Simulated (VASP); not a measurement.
AgBr, 2 atoms in the cell. Symmetry: Fm-3m, No. 225, cubic system. Conventional cell: a = 5.785 Å, b = 5.785 Å, c = 5.785 Å, α = 90.00°, β = 90.00°, γ = 90.00°. Ag (site symmetry m-3m) has 6 Br at 2.89 Å within 3.8 Å. Within 3.8 Å of Br (site symmetry m-3m) lie 6 Ag at 2.89 Å. 

```yaml
Program: VASP 6.6.1
Task: single point
Functional: r2SCAN
Potentials_or_basis: VASP PAW PBE potentials, release 64 (Ag, Br)
Cutoff: 550 eV
k_mesh: 12 × 12 × 12
Occupations: fermi-dirac, width 0.08 eV
Spin: no spin polarisation
Dipole_correction: no
Further_INCAR_settings: ALGO = Normal; EDIFF = 1e-06; NBANDS = 16
```

Potentials or basis: VASP PAW PBE potentials, release 64 (Ag, Br).

The run is started by

```sh
$ cat potpaw_PBE.64/Ag/POTCAR potpaw_PBE.64/Br/POTCAR > POTCAR
$ cp INCAR.step1 INCAR
$ mpirun -np 1 vasp_std > vasp.out
$ cp INCAR.step2 INCAR
$ mpirun -np 1 vasp_std > vasp.out
```

Hardware: 1 thread of AMD EPYC 9R45 96-Core Processor (Zen 5), with other jobs on the host.

How long does it take, and how much memory?

It took 100 s on 1 thread of AMD EPYC 9R45 96-Core Processor (Zen 5), on a shared host, peak memory 0.2 GiB. Counts: k points 72.
